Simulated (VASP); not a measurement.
# SiC (Cmmm) in VASP: relaxation of cell and atoms with PBE

Aim: the relaxation of cell and atoms of SiC with PBE.

Program: VASP 6.6.1. These are calculated values, not measurements. Logs are shortened: lines on timing, memory, paths and dates and some standing lists are left out, and cuts for length are marked.

### Step 1. The cell of the first run

The structure is orthorhombic, space group Cmmm (No. 65). The conventional cell has a = 2.733 Å, b = 6.443 Å, c = 2.729 Å, α = 90.00°, β = 90.00°, γ = 90.00°. Within 2.6 Å of Si (site symmetry mmm) lie 4 C at 1.93 Å. C (site symmetry mmm) has 4 Si at 1.93 Å within 2.6 Å.

### Step 2. Relaxation of cell and atoms, PBE

Input file INCAR:

```
ALGO = Normal
EDIFF = 1E-7
EDIFFG = -0.01
ENCUT = 600
GGA = PE
IBRION = 2
ISIF = 3
ISMEAR = 0
LASPH = T
LCHARG = F
LREAL = F
LWAVE = F
NELM = 100
NSW = 100
PREC = Accurate
SIGMA = 0.1
```

Input file KPOINTS:

```
k-points
0
Gamma
  22 22 20
```

Input file POSCAR:

```
SiC
1.0
    1.3667449257     -3.2216906488      0.0000000000
    1.3667449257      3.2216906488      0.0000000000
    0.0000000000      0.0000000000      2.7285837716
Si C
1 1
Direct
    0.5000000000      0.5000000000      0.0000000000
    0.0000000000      0.0000000000      0.5000000000
```

Potentials or basis: VASP PAW PBE potentials, release 64 (Si, C).

On the command line:

```sh
$ cat potpaw_PBE.64/Si/POTCAR potpaw_PBE.64/C/POTCAR > POTCAR
$ mpirun -np 1 vasp_std > vasp.out
```

OUTCAR:

```text
EDIFF = 1E-7
   EDIFFG = -0.01
   ENCUT = 600
   GGA = PE
   IBRION = 2
   ISIF = 3
   ISMEAR = 0
   LASPH = T
   LREAL = F
   NELM = 100
   NSW = 100
   PREC = Accurate

 ion  position               nearest neighbor table
   1  0.500  0.500  0.000-   2 1.93   2 1.93   2 1.93   2 1.93
   2  0.000  0.000  0.500-   1 1.93   1 1.93   1 1.93   1 1.93

  LATTYP: Found a base centered orthorhombic cell.
 ALAT       =     2.7334898514
 B/A-ratio  =     2.3571996414
 C/A-ratio  =     0.9982051955

  Lattice vectors:

 A1 = (   1.3667449257,  -3.2216906488,   0.0000000000)
 A2 = (   1.3667449257,   3.2216906488,   0.0000000000)
 A3 = (   0.0000000000,   0.0000000000,   2.7285837716)

Analysis of symmetry for initial positions (statically):
=====================================================================
 Subroutine PRICEL returns:
 Original cell was already a primitive cell.

 Routine SETGRP: Setting up the symmetry group for a
 base centered orthorhombic supercell.

 Subroutine GETGRP returns: Found  8 space group operations
 (whereof  8 operations were pure point group operations)
 out of a pool of  8 trial point group operations.

The static configuration has the point symmetry D_2h.

Analysis of symmetry for dynamics (positions and initial velocities):
=====================================================================
 Subroutine PRICEL returns:
 Original cell was already a primitive cell.

 Routine SETGRP: Setting up the symmetry group for a
 base centered orthorhombic supercell.

 Subroutine GETGRP returns: Found  8 space group operations
 (whereof  8 operations were pure point group operations)
 out of a pool of  8 trial point group operations.

The dynamic configuration has the point symmetry D_2h.

 Subroutine INISYM returns: Found  8 space group operations
 (whereof  8 operations are pure point group operations),
 and found     1 'primitive' translations

----------------------------------------------------------------------------------------

                                     Primitive cell

  volume of cell :      24.0292

  direct lattice vectors                    reciprocal lattice vectors
     1.366744926 -3.221690649  0.000000000     0.365832710 -0.155198017  0.000000000
     1.366744926  3.221690649  0.000000000     0.365832710  0.155198017  0.000000000
     0.000000000  0.000000000  2.728583772     0.000000000  0.000000000  0.366490489

  length of vectors
     3.499611740  3.499611740  2.728583772     0.397391490  0.397391490  0.366490489

  position of ions in fractional coordinates (direct lattice)
     0.500000000  0.500000000  0.000000000
     0.000000000  0.000000000  0.500000000

  ion indices of the primitive-cell ions
   primitive index   ion index
                 1           1
                 2           2

----------------------------------------------------------------------------------------

 KPOINTS: k-points

Automatic generation of k-mesh.
 Grid dimensions read from file:
 generate k-points for:   22   22   20

 Generating k-lattice:

  Cartesian coordinates                     Fractional coordinates (reciprocal lattice)
     0.016628760 -0.007054455  0.000000000     0.045454545  0.000000000  0.000000000
     0.016628760  0.007054455  0.000000000     0.000000000  0.045454545  0.000000000
     0.000000000  0.000000000  0.018324524     0.000000000  0.000000000  0.050000000

  Length of vectors
     0.018063250  0.018063250  0.018324524

  Shift w.r.t. Gamma in fractional coordinates (k-lattice)
     0.000000000  0.000000000  0.000000000

 Subroutine IBZKPT returns following result:
 ===========================================

 Found   1463 irreducible k-points:

 Following reciprocal coordinates:
            Coordinates               Weight
  0.000000  0.000000  0.000000      1.000000
  0.045455  0.000000  0.000000      4.000000
  0.090909  0.000000  0.000000      4.000000
  0.136364  0.000000  0.000000      4.000000
  0.181818  0.000000  0.000000      4.000000
  0.227273  0.000000  0.000000      4.000000
[... 16 lines left out ...]
  0.500000  0.045455  0.000000      4.000000
 -0.454545  0.045455  0.000000      4.000000
 [... further k-points ...]
   k-points           NKPTS =   1463   k-points in BZ     NKDIM =   1463   number of bands    NBANDS=      8
   number of dos      NEDOS =    301   number of ions     NIONS =      2
   total plane-waves  NPLWV =  18816
   dimension x,y,z NGX =    28 NGY =   28 NGZ =   24
   dimension x,y,z NGXF=    56 NGYF=   56 NGZF=   48
   ions per type =               1   1
   NGX,Y,Z   is equivalent  to a cutoff of  13.30, 13.30, 14.62 a.u.
   NGXF,Y,Z  is equivalent  to a cutoff of  26.60, 26.60, 29.25 a.u.
 SYSTEM =  unknown system
   PREC   = accura    normal or accurate (medium, high low for compatibility)
   ISTART =      0    job   : 0-new  1-cont  2-samecut
   ICHARG =      2    charge: 1-file 2-atom 10-const
   ISPIN  =      1    spin polarized calculation?
   LNONCOLLINEAR =      F non collinear calculations
   LSORBIT =      F    spin-orbit coupling
   LASPH  =      T    aspherical Exc in radial PAW
   ENCUT  =  600.0 eV  44.10 Ry    6.64 a.u.   6.99  6.99  5.45*2*pi/ulx,y,z
   NELM   =    100;   NELMIN=  2; NELMDL= -5     # of ELM steps
   EDIFF  = 0.1E-06   stopping-criterion for ELM
   LREAL  =      F    real-space projection
   EDIFFG = -.1E-01   stopping-criterion for IOM
   NSW    =    100    number of steps for IOM
   IBRION =      2    ionic relax: 0-MD 1-quasi-New 2-CG
   NFREE  =      1    steps in history (QN), initial steepest desc. (CG)
   ISIF   =      3    stress and relaxation
   ISYM   =      2    0-nonsym 1-usesym 2-fastsym
   POTIM  = 0.5000    time-step for ionic-motion
   TEBEG  =    0.0;   TEEND  =   0.0 temperature during run
   PSTRESS=    0.0 pullay stress
   NELECT =       8.0000    total number of electrons
   NUPDOWN=      -1.0000    fix difference up-down
   EMIN   =  10.00;   EMAX   =-10.00  energy-range for DOS
   EFERMI =   0.00;   METHOD = LEGACY
   ISMEAR =     0;   SIGMA  =   0.10  broadening in eV -4-tet -1-fermi 0-gaus
   EFERMI_NEDOS =   21; number of points for ismear=-14 and -15
   IALGO  =     38    algorithm
   IMIX   =      4    mixing-type and parameters
     AMIX     =   0.40;   BMIX     =  1.00
     AMIX_MAG =   1.60;   BMIX_MAG =  1.00
  volume/ion in A,a.u.               =      12.01        81.08
  Fermi-wavevector in a.u.,A,eV,Ry     =   1.134641  2.144161 17.516292  1.287411
  Thomas-Fermi vector in A             =   2.271346
   LORBIT       =      0    0 simple, 1 ext, 2 COOP (PROOUT), +10 PAW based schemes
   GGA     = PE    functional components
   LHFCALC =     F    Hartree Fock is set to
   AEXX    =    0.0000 exact exchange contribution
   IVDW    =     0    specifies the selected vdW correction
   LEPSILON=     F    determine dielectric tensor
   LRPA    =     F    only Hartree local field effects (RPA)
 conjugate gradient relaxation of ions
 non-spin polarized calculation
 Gauss-broadening in eV      SIGMA  =   0.10
  energy-cutoff  :      600.00
  volume of cell :       24.03
 maximum number of plane-waves:       834
   NGX = 13   NGY = 13   NGZ = 11

--------------------------------------- Ionic step        1  -------------------------------------------

 number of electron       8.0000000 magnetization

 Free energy of the ion-electron system (eV)
  ---------------------------------------------------
  ext. energy  EPLUGINS =         0.00000000
  ---------------------------------------------------
  free energy    TOTEN  =       -12.44481776 eV

  energy without entropy =      -12.44104726  energy(sigma->0) =      -12.44293251

------------------------ aborting loop because EDIFF is reached ----------------------------------------

  FORCE on cell =-STRESS in cart. coord.  units (eV):
  Direction    XX          YY          ZZ          XY          YZ          ZX
  --------------------------------------------------------------------------------------
  -------------------------------------------------------------------------------------
  Total       -0.2391294      0.1342948     -0.2572963     -0.0000000      0.0000000      0.0000000
  in kB      -15.9442847      8.9542918    -17.1555822     -0.0000000      0.0000000      0.0000000
  external PRESSURE =      -8.0485250 kB  Pullay stress =       0.0000000 kB
[... 89 lines left out ...]
  FREE ENERGIE OF THE ION-ELECTRON SYSTEM (eV)
  ---------------------------------------------------
  free  energy   TOTEN  =       -12.4456357713 eV

  energy  without entropy=      -12.4419316559  energy(sigma->0) =      -12.44378371

[... ionic steps 4 to 7 ...]

--------------------------------------- Ionic step        8  -------------------------------------------

 number of electron       8.0000000 magnetization

------------------------ aborting loop because EDIFF is reached ----------------------------------------

  FORCE on cell =-STRESS in cart. coord.  units (eV):
  Direction    XX          YY          ZZ          XY          YZ          ZX
  --------------------------------------------------------------------------------------
  -------------------------------------------------------------------------------------
  Total       -0.0625468     -0.0005140      0.0488668      0.0000000      0.0000000      0.0000000
  in kB       -3.9305515     -0.0322985      3.0708733      0.0000000      0.0000000      0.0000000
  external PRESSURE =      -0.2973256 kB  Pullay stress =       0.0000000 kB
[... 57 lines left out ...]
  energy  without entropy=      -12.4463121584  energy(sigma->0) =      -12.44789726

--------------------------------------- Ionic step       10  -------------------------------------------

 number of electron       8.0000000 magnetization

 Free energy of the ion-electron system (eV)
  ---------------------------------------------------
  ext. energy  EPLUGINS =         0.00000000
  ---------------------------------------------------
  free energy    TOTEN  =       -12.45036837 eV

  energy without entropy =      -12.44692123  energy(sigma->0) =      -12.44864480

 E-fermi :   6.2561     XC(G=0): -10.3024

 val. band max:        6.2535362219   @ k =   0.5000   0.0455   0.0500
 cond. band min:       6.2562822548   @ k =  -0.4091   0.0455   0.4000
 fundamental gap:      0.0027460329
 Fermi energy:         6.2560529986

 k-point     1 :       0.0000    0.0000    0.0000
  band No.  band energies     occupation
      1      -9.2092      2.00000
      2       3.1956      2.00000
      3       4.9413      2.00000
      4       5.1144      2.00000
      5       7.7458      0.00000
      6      12.5120      0.00000
      7      13.7499      0.00000
      8      14.8887      0.00000
[... 243 lines left out ...]
 k-point    24 :      -0.4545    0.0455    0.0000
  band No.  band energies     occupation
      1      -6.2363      2.00000
      2      -2.6371      2.00000
      3       3.9830      2.00000
      4       6.3570      0.15324
      5       7.7013      0.00000
      6      12.3392      0.00000
      7      14.8087      0.00000
      8      15.6814      0.00000

 [... further k-points ...]
[... 5 lines left out ...]
  --------------------------------------------------------------------------------------
  -------------------------------------------------------------------------------------
  Total        0.0074469     -0.0012437      0.0096729      0.0000000      0.0000000      0.0000000
  in kB        0.4675957     -0.0780913      0.6073634      0.0000000      0.0000000      0.0000000
  external PRESSURE =       0.3322892 kB  Pullay stress =       0.0000000 kB
[... 17 lines left out ...]
  FREE ENERGIE OF THE ION-ELECTRON SYSTEM (eV)
  ---------------------------------------------------
  free  energy   TOTEN  =       -12.4503683736 eV

  energy  without entropy=      -12.4469212274  energy(sigma->0) =      -12.44864480

 reached required accuracy - stopping structural energy minimisation
```

Run time: 16 min. Hardware: 1 thread of Intel Xeon Platinum 8488C (Sapphire Rapids), shared host; peak memory 0.47 GiB.

What came out:

```yaml
Free_energy: -12.4504 eV
Relaxed_volume: 12.76 Å³/atom
Relaxed_cell: a = 3.703 Å, b = 3.703 Å, c = 2.722 Å, α = 90.00°, β = 90.00°, γ = 136.87°
Space_group_after_relaxing_to_0.05_Å: Cmmm (No. 65)
Energy_gained_by_relaxing: 2.8 meV/atom
Ionic_steps: 10
Pressure_after_relaxing: 0.0 GPa
Band_gap_on_the_k_mesh: zero (band 4 reaches 6.90 eV, above the bottom of band 5 at 5.37 eV)
```

The path:
```csv
step,energy change (eV),largest force (eV/Å),pressure (GPa),volume (Å³)
1,0.0000,0.0000,-0.80,24.03
2,0.0002,0.0000,1.95,23.82
3,-0.0008,0.0000,0.47,23.93
4,-0.0013,0.0000,0.44,24.01
5,-0.0025,0.0000,0.35,24.25
6,-0.0043,0.0000,0.18,24.73
7,-0.0054,0.0000,-0.07,25.70
8,-0.0055,0.0000,-0.03,25.50
9,-0.0047,0.0000,0.23,25.59
10,-0.0056,0.0000,0.03,25.52
```

Final structure:
```
Si C
1.0
     1.36116   -3.44372    0.00000
     1.36116    3.44372    0.00000
     0.00000    0.00000    2.72176
Si C
1 1
Direct
  0.50000 0.50000 0.00000
  0.00000 0.00000 0.50000
```
